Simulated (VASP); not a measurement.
Set up this calculation in VASP 6.6.1, as the native input.

```yaml
Task: single point
Functional: PBE
Potentials_or_basis: VASP PAW PBE potentials, release 64 (Li_sv, Se)
Cutoff: 750 eV
k_mesh: 5 × 5 × 5
Occupations: gaussian, width 0.01 eV
Spin: no spin polarisation
Dipole_correction: no
Further_INCAR_settings: ALGO = Normal; EDIFF = 1e-06; NBANDS = 13
```

The structure of Li2Se lies in POSCAR:

```
Li2Se
1.0
    0.0000000000      3.0025000000      3.0025000000
    3.0025000000      0.0000000000      3.0025000000
    3.0025000000      3.0025000000      0.0000000000
Li Se
2 1
Direct
    0.2500000000      0.2500000000      0.2500000000
    0.7500000000      0.7500000000      0.7500000000
    0.0000000000      0.0000000000      0.0000000000
```

These files were run (other wordings do the same):

INCAR

```
  PREC = Accurate
  ENCUT = 750
  EDIFF = 1E-6
  ISMEAR = 0
  SIGMA = 0.01
  LREAL = False
  LASPH = True
  NELM = 120
  ALGO = Normal
  ISIF = 2
  LWAVE = False
  LCHARG = False
  GGA = PE
  NBANDS = 13
  GGA_COMPAT = False
```

KPOINTS

```
regular mesh
0
Gamma
  5 5 5
```

Potentials or basis: VASP PAW PBE potentials, release 64 (Li_sv, Se).

The run is started by

```bash
$ cat potpaw_PBE.64/Li_sv/POTCAR potpaw_PBE.64/Se/POTCAR > POTCAR
$ mpirun -np 1 vasp_std > vasp.out
```

It gave:

| Property | Result |
| --- | --- |
| Pressure | 0.0 GPa |
| Band gap on the k mesh | 3.23 eV, indirect (least direct gap 3.38 eV) |

It took 29 s on 1 thread of AMD EPYC 7R13 Processor (Zen 3), with other jobs on the host, peak memory 0.2 GiB.
